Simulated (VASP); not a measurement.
# Zr (P6_3/mmc) in VASP: a series of runs

Runs on Zr. Level: PBE. Tasks: single point, relaxation of shape and atoms at fixed volume.

Program: VASP 6.6.1. These are calculated values, not measurements. Logs are shortened: lines on timing, memory, paths and dates and some standing lists are left out, and cuts for length are marked.

### Step 1. The cell of the first run

It takes space group P6_3/mmc (No. 194, hexagonal). The conventional cell has a = 3.132 Å, b = 3.132 Å, c = 5.065 Å, α = 90.00°, β = 90.00°, γ = 120.00°. Zr (site symmetry -6m2) has 12 Zr at 3.11 to 3.13 Å within 4.1 Å.

### Step 2. Single point, PBE

File INCAR:

```
ALGO = Normal
EDIFF = 1E-6
ENCUT = 520
GGA = PE
ISIF = 2
ISMEAR = -1
LASPH = T
LCHARG = F
LREAL = F
LWAVE = F
NBANDS = 19
NELM = 60
PREC = Accurate
SIGMA = 0.05
```

File KPOINTS:

```
k-points
0
Gamma
  15 15 8
```

File POSCAR:

```
Zr
1.0
    3.1321428814      0.0000000000      0.0000000000
   -1.5660714407      2.7125153036      0.0000000000
    0.0000000000      0.0000000000      5.0645965092
Zr
2
Direct
    0.3333333333      0.6666666667      0.2500000000
    0.6666666667      0.3333333333      0.7500000000
```

Potentials or basis: VASP PAW PBE potentials, release 64 (Zr_sv).

On the command line:

```sh
> cat potpaw_PBE.64/Zr_sv/POTCAR > POTCAR
> mpirun -np 1 vasp_std > vasp.out
```

OUTCAR:

```text
EDIFF = 1E-6
   ENCUT = 520
   GGA = PE
   ISIF = 2
   ISMEAR = -1
   LASPH = T
   LREAL = F
   NELM = 60
   PREC = Accurate

 ion  position               nearest neighbor table
   1  0.333  0.667  0.250-   2 3.11   2 3.11   2 3.11   2 3.11   2 3.11   2 3.11
   2  0.667  0.333  0.750-   1 3.11   1 3.11   1 3.11   1 3.11   1 3.11   1 3.11

  LATTYP: Found a hexagonal cell.
 ALAT       =     3.1321428814
 C/A-ratio  =     1.6169749277

  Lattice vectors:

 A1 = (   3.1321428814,   0.0000000000,   0.0000000000)
 A2 = (  -1.5660714407,   2.7125153036,   0.0000000000)
 A3 = (   0.0000000000,   0.0000000000,   5.0645965092)

Analysis of symmetry for initial positions (statically):
=====================================================================
 Subroutine PRICEL returns:
 Original cell was already a primitive cell.

 Routine SETGRP: Setting up the symmetry group for a
 hexagonal supercell.

 Subroutine GETGRP returns: Found 24 space group operations
 (whereof 12 operations were pure point group operations)
 out of a pool of 24 trial point group operations.

The static configuration has the point symmetry D_3d.
 The point group associated with its full space group is D_6h.

Analysis of symmetry for dynamics (positions and initial velocities):
=====================================================================
 Subroutine PRICEL returns:
 Original cell was already a primitive cell.

 Routine SETGRP: Setting up the symmetry group for a
 hexagonal supercell.

 Subroutine GETGRP returns: Found 24 space group operations
 (whereof 12 operations were pure point group operations)
 out of a pool of 24 trial point group operations.

The dynamic configuration has the point symmetry D_3d.
 The point group associated with its full space group is D_6h.

 Subroutine INISYM returns: Found 24 space group operations
 (whereof 12 operations are pure point group operations),
 and found     1 'primitive' translations

----------------------------------------------------------------------------------------

                                     Primitive cell

  volume of cell :      43.0287

[... 73 lines left out ...]
   dimension x,y,z NGX =    24 NGY =   24 NGZ =   40
   dimension x,y,z NGXF=    48 NGYF=   48 NGZF=   80
   ions per type =               2
   NGX,Y,Z   is equivalent  to a cutoff of  12.74, 12.74, 13.13 a.u.
   NGXF,Y,Z  is equivalent  to a cutoff of  25.48, 25.48, 26.26 a.u.
 SYSTEM =  unknown system
   PREC   = accura    normal or accurate (medium, high low for compatibility)
   ISTART =      0    job   : 0-new  1-cont  2-samecut
   ICHARG =      2    charge: 1-file 2-atom 10-const
   ISPIN  =      1    spin polarized calculation?
   LNONCOLLINEAR =      F non collinear calculations
   LSORBIT =      F    spin-orbit coupling
   LASPH  =      T    aspherical Exc in radial PAW
   ENCUT  =  520.0 eV  38.22 Ry    6.18 a.u.   5.82  5.82  9.42*2*pi/ulx,y,z
   NELM   =     60;   NELMIN=  2; NELMDL= -5     # of ELM steps
   EDIFF  = 0.1E-05   stopping-criterion for ELM
   LREAL  =      F    real-space projection
[... 7 lines left out ...]
   TEBEG  =    0.0;   TEEND  =   0.0 temperature during run
   PSTRESS=    0.0 pullay stress
   NELECT =      24.0000    total number of electrons
   NUPDOWN=      -1.0000    fix difference up-down
   EMIN   =  10.00;   EMAX   =-10.00  energy-range for DOS
   EFERMI =   0.00;   METHOD = LEGACY
   ISMEAR =    -1;   SIGMA  =   0.05  broadening in eV -4-tet -1-fermi 0-gaus
   EFERMI_NEDOS =   21; number of points for ismear=-14 and -15
   IALGO  =     38    algorithm
   IMIX   =      4    mixing-type and parameters
     AMIX     =   0.40;   BMIX     =  1.00
     AMIX_MAG =   1.60;   BMIX_MAG =  1.00
  volume/ion in A,a.u.               =      21.51       145.19
  Fermi-wavevector in a.u.,A,eV,Ry     =   1.347594  2.546583 24.708307  1.816009
  Thomas-Fermi vector in A             =   2.475332
   LORBIT       =      0    0 simple, 1 ext, 2 COOP (PROOUT), +10 PAW based schemes
   GGA     = PE    functional components
   LHFCALC =     F    Hartree Fock is set to
   AEXX    =    0.0000 exact exchange contribution
   IVDW    =     0    specifies the selected vdW correction
   LEPSILON=     F    determine dielectric tensor
   LRPA    =     F    only Hartree local field effects (RPA)
 non-spin polarized calculation
  energy-cutoff  :      520.00
  volume of cell :       43.03
 maximum number of plane-waves:      1182
 NGX is ok and might be reduce to    24
   NGX = 11   NGY = 11   NGZ = 19

 number of electron      23.9999999 magnetization

 Free energy of the ion-electron system (eV)
  ---------------------------------------------------
  ext. energy  EPLUGINS =         0.00000000
  ---------------------------------------------------
  free energy    TOTEN  =       -16.94947723 eV

  energy without entropy =      -16.93273567  energy(sigma->0) =      -16.94110645

 E-fermi :   9.9107     XC(G=0): -11.4454

 val. band max:        9.9079582421   @ k =   0.1333   0.0000   0.0000
 cond. band min:       9.9197218662   @ k =   0.0667   0.0667   0.3750
 fundamental gap:      0.0117636241
 Fermi energy:         9.9107243135

 k-point     1 :       0.0000    0.0000    0.0000
  band No.  band energies     occupation
      1     -38.7886      2.00000
      2     -38.5866      2.00000
      3     -17.4443      2.00000
      4     -16.3365      2.00000
      5     -16.3365      2.00000
      6     -16.1905      2.00000
[... 505 lines left out ...]
      6     -16.7872      2.00000
[... 11 lines left out ...]
     18      15.0973      0.00000
     19      17.0275      0.00000

 [... further k-points ...]

------------------------ aborting loop because EDIFF is reached ----------------------------------------

  FORCE on cell =-STRESS in cart. coord.  units (eV):
  Direction    XX          YY          ZZ          XY          YZ          ZX
  --------------------------------------------------------------------------------------
  -------------------------------------------------------------------------------------
  Total        2.3837699      2.3837699      2.3785869      0.0000000     -0.0000000      0.0000000
  in kB       88.7597982     88.7597982     88.5668069      0.0000000     -0.0000000      0.0000000
  external PRESSURE =      88.6954677 kB  Pullay stress =       0.0000000 kB

 VOLUME and BASIS-vectors are now :
 -----------------------------------------------------------------------------
  energy-cutoff  :      520.00
  volume of cell :       43.03
      direct lattice vectors                 reciprocal lattice vectors
     3.132142881  0.000000000  0.000000000     0.319270237  0.184330757  0.000000000
    -1.566071441  2.712515304  0.000000000     0.000000000  0.368661515  0.000000000
     0.000000000  0.000000000  5.064596509     0.000000000  0.000000000  0.197449096

 POSITION                                       TOTAL-FORCE (eV/Angst)
 -----------------------------------------------------------------------------------
     -0.00000      1.80834      1.26615        -0.000000      0.000000      0.000000
      1.56607      0.90417      3.79845         0.000000     -0.000000      0.000000
 -----------------------------------------------------------------------------------
    total drift:                               -0.000000      0.000000     -0.000000

  FREE ENERGIE OF THE ION-ELECTRON SYSTEM (eV)
  ---------------------------------------------------
  free  energy   TOTEN  =       -16.9494772309 eV

  energy  without entropy=      -16.9327356695  energy(sigma->0) =      -16.94110645
```

OSZICAR:

```text
N       E                     dE             d eps       ncg     rms          rms(c)
DAV:   1     0.217234886179E+03    0.21723E+03   -0.13346E+04  5130   0.127E+03
DAV:   2    -0.128144898473E+01   -0.21852E+03   -0.21436E+03  5901   0.372E+02
DAV:   3    -0.171430597684E+02   -0.15862E+02   -0.15659E+02  9312   0.728E+01
DAV:   4    -0.175377521949E+02   -0.39469E+00   -0.39425E+00  5941   0.117E+01
DAV:   5    -0.175490056790E+02   -0.11253E-01   -0.11252E-01  7570   0.141E+00    0.166E+01
DAV:   6    -0.170355205842E+02    0.51349E+00   -0.79848E-01  5536   0.702E+00    0.689E+00
DAV:   7    -0.169424294023E+02    0.93091E-01   -0.55710E-01  7440   0.512E+00    0.114E+00
DAV:   8    -0.169493897251E+02   -0.69603E-02   -0.36210E-02  6610   0.155E+00    0.211E-01
DAV:   9    -0.169495073724E+02   -0.11765E-03   -0.10967E-03  6840   0.292E-01    0.265E-02
DAV:  10    -0.169494741751E+02    0.33197E-04   -0.33577E-05  6653   0.420E-02    0.167E-02
DAV:  11    -0.169494774698E+02   -0.32947E-05   -0.59917E-06  5656   0.269E-02    0.243E-03
DAV:  12    -0.169494772309E+02    0.23885E-06   -0.14381E-07  3273   0.261E-03
   1 F= -.16949477E+02 E0= -.16941106E+02  d E =-.167416E-01
```

It took 71 s on 1 thread of Intel Xeon Platinum 8259CL at 2.50GHz (Skylake/Cascade Lake), shared host; peak memory 0.22 GiB.

What came out:

| Item | Value |
| --- | --- |
| Free energy | -16.9495 eV |
| Pressure | 8.9 GPa |
| Band gap on the k mesh | zero (bands 12 and 13 overlap by 1.38 eV) |

Caveat: the cell stands under pressure.

### Step 3. Single point, PBE (21.51 Å³/atom)

File INCAR:

```
SYSTEM = Zr
ALGO = Normal
EDIFF = 1E-6
ENCUT = 520
GGA = PE
ISIF = 2
ISMEAR = -1
LASPH = .True.
LCHARG = .False.
LREAL = .False.
LWAVE = .False.
NBANDS = 19
NELM = 60
PREC = Accurate
SIGMA = 0.05
```

File KPOINTS:

```
k-points
0
Gamma
  15 15 8
  0 0 0
```

POSCAR is that of step 2.

Potentials or basis: VASP PAW PBE potentials, release 64 (Zr_sv).

On the command line:

```sh
> cat potpaw_PBE.64/Zr_sv/POTCAR > POTCAR
> mpirun -np 1 vasp_std > vasp.out
```

Wall time 67 s (1 thread of Intel Xeon Platinum 8259CL at 2.50GHz (Skylake/Cascade Lake), shared host); peak memory 0.22 GiB.

It converged, with:

| Item | Value |
| --- | --- |
| Free energy | -16.9495 eV |
| Pressure | 8.9 GPa |
| Band gap on the k mesh | zero (bands 12 and 13 overlap by 1.38 eV) |

Levels at points of the mesh, in eV from the Fermi level:
```
           k point  band 8  band 9  band 10  band 11  band 12  band 13  band 14  band 15  band 16  band 17
(0.00, 0.00, 0.00)  -26.08   -5.79    -3.26     0.89     0.89     0.89     1.37     1.62     1.62     2.39
(0.00, 0.00, 0.50)  -26.17   -4.02    -4.02    -0.04    -0.04     0.82     0.82     0.82     0.82     4.29
```

Caveat: the cell stands under pressure.

### Step 4. Single point, PBE

This run uses another cell than the first one, of 23.39 Å³/atom.

File INCAR:

```
SYSTEM = Zr
PREC = Accurate
ENCUT = 520
EDIFF = 1E-6
ISMEAR = -1
SIGMA = 0.05
LREAL = .FALSE.
LASPH = .TRUE.
NELM = 80
ALGO = Normal
ISIF = 2
LWAVE = .FALSE.
LCHARG = .FALSE.
GGA = PE
NBANDS = 19
```

File KPOINTS:

```
regular mesh
0
G
  15 15 8
  0 0 0
```

File POSCAR:

```
Zr
1.0
    3.2314740221      0.0000000000      0.0000000000
   -1.6157370111      2.7985385948      0.0000000000
    0.0000000000      0.0000000000      5.1717654059
Zr
2
Direct
    0.3333333333      0.6666666667      0.2500000000
    0.6666666667      0.3333333333      0.7500000000
```

On the command line:

```sh
> cat potpaw_PBE.64/Zr_sv/POTCAR > POTCAR
> mpirun -np 1 vasp_std > vasp.out
```

Wall time 62 s (1 thread of Intel Xeon Platinum 8259CL at 2.50GHz (Skylake/Cascade Lake), shared host); peak memory 0.23 GiB.

Results (log left out):

| Property | Result |
| --- | --- |
| Free energy | -17.0494 eV |
| Pressure | 0.0 GPa |
| Band gap on the k mesh | zero (bands 12 and 13 overlap by 1.18 eV) |

Levels at points of the mesh, in eV from the Fermi level:
```csv
k point,band 9,band 10,band 11,band 12,band 13,band 14,band 15,band 16
"(0.00, 0.00, 0.00)",-5.66,-3.03,0.86,0.86,0.96,1.10,1.54,1.54
"(0.00, 0.00, 0.50)",-3.97,-3.97,0.01,0.01,0.77,0.77,0.77,0.77
```

### Step 5. Relaxation of shape and atoms at fixed volume, PBE

This run uses another cell than the first one, of 10.52 Å³/atom.

File INCAR:

```
PREC     = Accurate       # precision mode
ENCUT    = 600            # plane-wave cutoff, eV
EDIFF    = 1E-6           # SCF threshold, eV
ISMEAR   = -1             # smearing method
SIGMA    = 0.05           # smearing width, eV
LREAL    = False          # projectors in reciprocal space
LASPH    = True           # aspherical terms in the spheres
NELM     = 60             # most SCF steps
ALGO     = Normal         # electronic algorithm
ISIF     = 4              # what is computed and relaxed
LWAVE    = False          # write WAVECAR
LCHARG   = False          # write CHGCAR
GGA      = PE             # functional
IBRION   = 2              # ionic algorithm
NSW      = 50             # ionic steps
EDIFFG   = -0.005         # ionic threshold
```

File KPOINTS:

```
Automatic mesh
0
Gamma
  15 15 8
```

File POSCAR:

```
Zr
1.0
    2.4763090236      0.0000000000      0.0000000000
   -1.2381545118      2.1445465221      0.0000000000
    0.0000000000      0.0000000000      3.9631726127
Zr
2
Direct
    0.3333333333      0.6666666667      0.2500000000
    0.6666666667      0.3333333333      0.7500000000
```

Potentials or basis: VASP PAW PBE potentials, release 64 (Zr_sv).

On the command line:

```sh
> cat potpaw_PBE.64/Zr_sv/POTCAR > POTCAR
> mpirun -np 1 vasp_std > vasp.out
```

OUTCAR:

```text
PREC = Accurate
   ENCUT = 600
   EDIFF = 1E-6
   ISMEAR = -1
   LREAL = False
   LASPH = True
   NELM = 60
   ISIF = 4
   GGA = PE
   IBRION = 2
   NSW = 50
   EDIFFG = -0.005

 ion  position               nearest neighbor table
   1  0.333  0.667  0.250-   2 2.44   2 2.44   2 2.44   2 2.44   2 2.44   2 2.44   2 3.48   2 3.48
                             2 3.48   2 3.48   2 3.48   2 3.48
   2  0.667  0.333  0.750-   1 2.44   1 2.44   1 2.44   1 2.44   1 2.44   1 2.44   1 3.48   1 3.48
                             1 3.48   1 3.48   1 3.48   1 3.48

  LATTYP: Found a hexagonal cell.
 ALAT       =     2.4763090236
 C/A-ratio  =     1.6004353960

  Lattice vectors:

 A1 = (   2.4763090236,   0.0000000000,   0.0000000000)
 A2 = (  -1.2381545118,   2.1445465221,   0.0000000000)
 A3 = (   0.0000000000,   0.0000000000,   3.9631726127)

[... 473 lines left out ...]
  energy without entropy =       -5.20739920  energy(sigma->0) =       -5.21035121

 E-fermi :  21.1946     XC(G=0): -15.2926

 val. band max:       21.1793941204   @ k =   0.2000  -0.0000   0.1250
 cond. band min:      21.1954607216   @ k =   0.3333   0.1333   0.2500
 fundamental gap:      0.0160666012
 Fermi energy:        21.1946497896

 k-point     1 :       0.0000    0.0000    0.0000
  band No.  band energies     occupation
      1     -29.2048      2.00000
      2     -27.4875      2.00000
      3      -9.6680      2.00000
      4      -2.7945      2.00000
      5      -2.3031      2.00000
      6      -2.3031      2.00000
[... 433 lines left out ...]
      3      -9.0555      2.00000
      4      -8.1015      2.00000
      5      -6.2522      2.00000
      6      -5.7665      2.00000
[... 8 lines left out ...]
     15      24.4080      0.00000
     16      29.3620      0.00000

 [... further k-points ...]

------------------------ aborting loop because EDIFF is reached ----------------------------------------

  FORCE on cell =-STRESS in cart. coord.  units (eV):
  Direction    XX          YY          ZZ          XY          YZ          ZX
  --------------------------------------------------------------------------------------
  -------------------------------------------------------------------------------------
  Total       36.0025780     36.0025780     35.9902623      0.0000000     -0.0000000      0.0000000
  in kB     2740.6960993   2740.6960999   2739.7585688      0.0000000     -0.0000000      0.0000000
  external PRESSURE =    2740.3835893 kB  Pullay stress =       0.0000000 kB
[... 17 lines left out ...]
  FREE ENERGIE OF THE ION-ELECTRON SYSTEM (eV)
  ---------------------------------------------------
  free  energy   TOTEN  =        -5.2133032120 eV

  energy  without entropy=       -5.2073992020  energy(sigma->0) =       -5.21035121

 reached required accuracy - stopping structural energy minimisation
```

Run time: 3.4 min. Hardware: 1 thread of Intel Xeon Platinum 8259CL at 2.50GHz (Skylake/Cascade Lake), shared host; peak memory 0.17 GiB.

Results:

| Item | Value |
| --- | --- |
| Free energy | -5.2133 eV |
| Energy gained by relaxing | 91.7 meV/atom |
| Ionic steps | 9 |
| Pressure after relaxing | 274.0 GPa |
| Band gap on the k mesh | zero (bands 12 and 13 overlap by 1.58 eV) |

The path:
```tsv
step	energy change (eV)	largest force (eV/Å)	pressure (GPa)	volume (Å³)
1	0.0000	0.0000	269.11	21.05
2	-0.1722	0.0000	273.43	21.05
3	-0.1573	0.0000	276.11	21.05
4	-0.1832	0.0000	273.87	21.05
5	-0.1834	0.0000	274.02	21.05
6	-0.1833	0.0000	274.15	21.05
7	-0.1832	0.0000	273.90	21.05
8	-0.1834	0.0000	274.03	21.05
9	-0.1834	0.0000	274.04	21.05
```

Final structure:
```cif
data_structure
_symmetry_space_group_name_H-M 'P 1'
_symmetry_Int_Tables_number 1
_cell_length_a 2.3884
_cell_length_b 2.3884
_cell_length_c 4.2604
_cell_angle_alpha 90.000
_cell_angle_beta 90.000
_cell_angle_gamma 120.000
_cell_volume 21.05
loop_
_atom_site_label
_atom_site_type_symbol
_atom_site_fract_x
_atom_site_fract_y
_atom_site_fract_z
_atom_site_occupancy
Zr1 Zr 0.33333 0.66667 0.25000 1
Zr2 Zr 0.66667 0.33333 0.75000 1
```

Levels at points of the mesh, in eV from the Fermi level:
| k point | band 10 | band 11 | band 12 | band 13 | band 14 | band 15 |
| --- | --- | --- | --- | --- | --- | --- |
| (0.00, 0.00, 0.00) | -3.82 | -1.20 | 0.62 | 0.62 | 1.89 | 1.89 |
| (0.00, 0.00, 0.50) | -2.99 | 0.72 | 0.72 | 0.72 | 0.72 | 1.66 |

### Step 6. Overview

| task | cell | cutoff (eV) | gap on the mesh (eV) | pressure (GPa) |
| --- | --- | --- | --- | --- |
| single point | a = 3.132, b = 3.132, c = 5.065 Å, angles 90.0, 90.0, 120.0°, 2 atoms | 520 | none | 8.9 |
| single point | a = 3.231, b = 3.231, c = 5.172 Å, angles 90.0, 90.0, 120.0°, 2 atoms | 520 | none | 0.0 |
| relaxation of shape and atoms at fixed volume | relaxed from a = 2.476, b = 2.476, c = 3.963 Å, angles 90.0, 90.0, 120.0°, 2 atoms | 600 | none | 274.0 |

Alike in all rows: level PBE; potentials or basis VASP PAW PBE potentials, release 64 (Zr_sv); no spin polarisation; k mesh 15 × 15 × 8; smearing fermi-dirac 0.05 eV.

Caveats: the cell stands under pressure (at least some runs).

Absolute energies hang on the potentials; compare differences alone.
